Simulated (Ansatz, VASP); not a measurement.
# One calculation of SrO, two programs

```
CELL_PARAMETERS angstrom
0.00000 2.44131 2.56980
2.44131 0.00000 2.56980
2.44131 2.44131 0.00000
ATOMIC_POSITIONS crystal
Sr 0.00000 0.00000 0.00000
O 0.50000 0.50000 0.50000
```

Change from the starting cell: strain -0.050 along x and y, +0.000 along z, atoms carried along.

Alike in both runs: task single point; functional r2SCAN; k mesh 8 × 8 × 8; occupations gaussian, width 0.05 eV; no spin polarisation.

```csv
,VASP,Ansatz
version,VASP 6.6.1,Ansatz 0.2.0
potentials or method,"VASP PAW PBE potentials, release 64 (Sr_sv, O), cutoff 520 eV","scalar-relativistic, plane waves, PAW"
valence electrons in the cell,16,16
```

VASP gave:

- gap on the k mesh at the Fermi level (eV): 3.47
- least direct gap on the mesh (eV): 3.47
- pressure (GPa): 15.5
- traceless stress, the component that is largest in VASP (GPa): -8.12

Question: Which values does Ansatz return?

Answer: gap on the k mesh at the Fermi level (eV): 3.52; least direct gap on the mesh (eV): 3.52; pressure (GPa): 14.6; traceless stress, the component that is largest in VASP (GPa): -7.75.

VASP's potentials were made for PBE, not for r2SCAN.
